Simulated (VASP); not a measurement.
Runs of VASP 6.6.1 on Ni. The structure is that of space group Im-3m (No. 229), or close to it. The cells are those of the table. This isn't the form of Ni at room conditions, which is fcc.

| spin | cell | k mesh | gap on the mesh (eV) | pressure (GPa) | moment (μB) |
| --- | --- | --- | --- | --- | --- |
| collinear, ferromagnetic start | a = 2.716 Å, 2 atoms | 13 × 13 × 13 | none | 13.7 | 1.22 |
| collinear, ferromagnetic start | a = 2.825 Å, 2 atoms | 13 × 13 × 13 | none | (a) | 1.32 |
| collinear, antiferromagnetic start | a = 2.754 Å, 2 atoms | 11 × 11 × 11 | none | 0.6 | 0.00 |
| collinear, antiferromagnetic start | a = 2.754 Å, 2 atoms | 19 × 19 × 19 | none | 0.6 | 0.00 |

Alike in all rows: task single point; level r2SCAN; potentials or basis VASP PAW PBE potentials, release 64 (Ni); cutoff (eV) 520; smearing fermi-dirac 0.05 eV.

Task: Estimate the missing entries.

Result: (a) -11.2.

Caveats: the PAW data sets were made with another functional, which shifts forces and pressure a little; the moments typed at the start vanished in this run (at least some runs); the cell stands under pressure (at least some runs); the cell stands under tension (at least some runs).

A gap of «none» marks levels without a gap at the run's occupations.
